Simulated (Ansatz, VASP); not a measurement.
# Zn4SeS3 in VASP and in Ansatz

The input INCAR:

```
  PREC = Accurate
  ENCUT = 600
  EDIFF = 1E-7
  ISMEAR = 0
  SIGMA = 0.1
  LREAL = False
  LASPH = True
  NELM = 60
  ALGO = Normal
  ISIF = 3
  LWAVE = False
  LCHARG = False
  GGA = PE
  IBRION = 2
  NSW = 80
  EDIFFG = -0.025
```

KPOINTS

```
regular mesh
0
Gamma
  4 4 4
```

The input POSCAR:

```
Zn4SeS3
1.0
    5.4632702760      0.0143649653     -0.0111035383
    0.0143649653      5.4853376167      0.0008260996
   -0.0111035383      0.0008260996      5.6468780400
Zn Se S
4 1 3
Direct
    0.7377441857      0.7652493617      0.7373862982
    0.7413785140      0.2388745736      0.2630265272
    0.2557324004      0.7707054746      0.2526089881
    0.2561944206      0.2350535320      0.7540310080
   -0.0039936921      0.0047524109     -0.0013059075
    0.5141695944      0.4943834763     -0.0035612934
    0.4984256555      0.0001405248      0.4960140421
    0.0003489214      0.4908406461      0.5018003373
```

Input for Ansatz:

```yaml
crystal:
  lattice:
    - [5.463270276, 0.0143649653, -0.0111035383]
    - [0.0143649653, 5.4853376167, 0.0008260996]
    - [-0.0111035383, 0.0008260996, 5.64687804]
  atoms:
    - { symbol: Zn, position: [0.7377441857, 0.7652493617, 0.7373862982] }
    - { symbol: Zn, position: [0.741378514, 0.2388745736, 0.2630265272] }
    - { symbol: Zn, position: [0.2557324004, 0.7707054746, 0.2526089881] }
    - { symbol: Zn, position: [0.2561944206, 0.235053532, 0.754031008] }
    - { symbol: Se, position: [-0.0039936921, 0.0047524109, -0.0013059075] }
    - { symbol: S, position: [0.5141695944, 0.4943834763, -0.0035612934] }
    - { symbol: S, position: [0.4984256555, 0.0001405248, 0.4960140421] }
    - { symbol: S, position: [0.0003489214, 0.4908406461, 0.5018003373] }
basis:
  ecutwfc: 420
kpoints:
  mp_grid: { grid: [4, 4, 4] }
hamiltonian:
  xc: pbe
scf:
  occupations: { method: gaussian, width: 0.1 }
  lower_state_search: "off"
output:
  forces: true
  stress: true
  eigenvalues: true
relax:
  adjacent_minimum: "off"
  f_tol: 0.025
  max_steps: 60
  cell: { stress_tol: 0.25 }
```

Change from the starting cell: cell x1, atoms moved at random (sigma 0.05 Å) and cell strained at random (1.5 %), then relaxed without symmetry.

Alike in both runs: task relaxation of cell and atoms; functional PBE; k mesh 4 × 4 × 4; occupations gaussian, width 0.1 eV; no spin polarisation.

|  | VASP | Ansatz |
| --- | --- | --- |
| version | VASP 6.6.1 | Ansatz 0.2.0 |
| potentials or method | VASP PAW PBE potentials, release 64 (Zn, Se, S), cutoff 600 eV | scalar-relativistic, plane waves, PAW |
| valence electrons in the cell | 72 | 82 |

|  | VASP | Ansatz | Ansatz less VASP |
| --- | --- | --- | --- |
| gap on the k mesh at the Fermi level, each at its own relaxed structure (eV) | 1.72 | 1.73 | +0.008 |
| relaxed volume (Å³/atom) | 21.02 | 20.97 | -0.047 |
| relaxed length of the cell vector where the two differ most in proportion (Å) | 5.527 | 5.520 | -0.0070 |

VASP's potentials hold 72 valence electrons a cell and Ansatz's 82, so a difference there can come from the potentials and not from the codes.
